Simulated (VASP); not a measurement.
Write the native input for VASP 6.6.1 that does the following.

* Task: single point
* Functional: PBE
* Potentials or basis: VASP PAW PBE potentials, release 64 (Hf_pv, Pb_d, I)
* Cutoff: 520 eV
* k mesh: 6 × 6 × 6
* Occupations: gaussian, width 0.1 eV
* Spin: no spin polarisation
* Dipole correction: no
* Further INCAR settings: ALGO = Fast; EDIFF = 1e-07; NBANDS = 46

The structure of HfPb3I3 lies in POSCAR:

```
HfPb3I3
1.0
    6.4676064777      0.0000000000      0.0000000000
    0.0000000000      6.4676064777      0.0000000000
    0.0000000000      0.0000000000      6.4676064777
Hf Pb I
1 3 3
Direct
    0.0000000000      0.0000000000      0.0000000000
    0.0000000000      0.5000000000      0.5000000000
    0.5000000000      0.0000000000      0.5000000000
    0.5000000000      0.5000000000      0.0000000000
    0.5000000000      0.0000000000      0.0000000000
    0.0000000000      0.5000000000      0.0000000000
    0.0000000000      0.0000000000      0.5000000000
```

One way to write it, as run:

INCAR

```
SYSTEM = HfPb3I3
PREC = Accurate
ENCUT = 520
EDIFF = 1E-7
ISMEAR = 0
SIGMA = 0.1
LREAL = .False.
LASPH = .True.
NELM = 100
ALGO = Fast
ISIF = 2
LWAVE = .False.
LCHARG = .False.
GGA = PE
NBANDS = 46
```

KPOINTS

```
regular mesh
0
Gamma
  6 6 6
  0 0 0
```

Potentials or basis: VASP PAW PBE potentials, release 64 (Hf_pv, Pb_d, I).

The run is started by

```console
$ cat potpaw_PBE.64/Hf_pv/POTCAR potpaw_PBE.64/Pb_d/POTCAR potpaw_PBE.64/I/POTCAR > POTCAR
$ mpirun -np 1 vasp_std > vasp.out
```

Results of the run:

The pressure is -0.1 GPa and the band gap on the k mesh is zero (an odd number of electrons rules out a gap without spin polarisation).

Caveat: spin-orbit coupling is left out, which moves the levels of the heavy elements; an odd number of electrons without spin polarisation forces a metal; a magnetic or distorted state may lie lower.

Run time: 7.9 min on 1 thread of Intel(R) Xeon(R) Platinum 8375C CPU @ 2.90GHz (Ice Lake), with other jobs on the host, peak memory 0.48 GiB.
